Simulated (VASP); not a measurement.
Input of a VASP 6.6.1 run:

File POSCAR:

```
Cu
1.0
    0.0000000000      1.8028184249      1.8028184249
    1.8028184249      0.0000000000      1.8028184249
    1.8028184249      1.8028184249      0.0000000000
Cu
1
Direct
    0.0000000000      0.0000000000      0.0000000000
```

The input INCAR.step1:

```
SYSTEM = Cu
PREC = Accurate ; ENCUT = 520
EDIFF = 1E-5 ; ISMEAR = -1
SIGMA = 0.1 ; LREAL = .False.
LASPH = .True. ; NELM = 100
ALGO = Normal ; ISIF = 2
LWAVE = .True. ; LCHARG = .False.
GGA = PE ; NBANDS = 12
```

The input INCAR.step2:

```
SYSTEM = Cu
PREC = Accurate ; ENCUT = 520
EDIFF = 1E-6 ; ISMEAR = -1
SIGMA = 0.1 ; LREAL = .False.
LASPH = .True. ; NELM = 100
ALGO = Normal ; ISIF = 2
LWAVE = .False. ; LCHARG = .False.
GGA = PE ; LHFCALC = .True.
HFSCREEN = 0.2079 ; PRECFOCK = Normal
ISTART = 1 ; NBANDS = 12
```

KPOINTS

```
Automatic mesh
0
Gamma
  6 6 6
  0 0 0
```

Potentials or basis: VASP PAW PBE potentials, release 64 (Cu).

Launch:

```sh
$ cat potpaw_PBE.64/Cu/POTCAR > POTCAR
$ cp INCAR.step1 INCAR
$ mpirun -np 1 vasp_std > vasp.out
$ cp INCAR.step2 INCAR
$ mpirun -np 1 vasp_std > vasp.out
```

(1) What does it give for the pressure?

Results:

(1) 4.2 GPa.

Caveat: the k points lie up to 0.50 Å⁻¹ apart; the PAW data sets were made with another functional, which shifts forces and pressure a little.
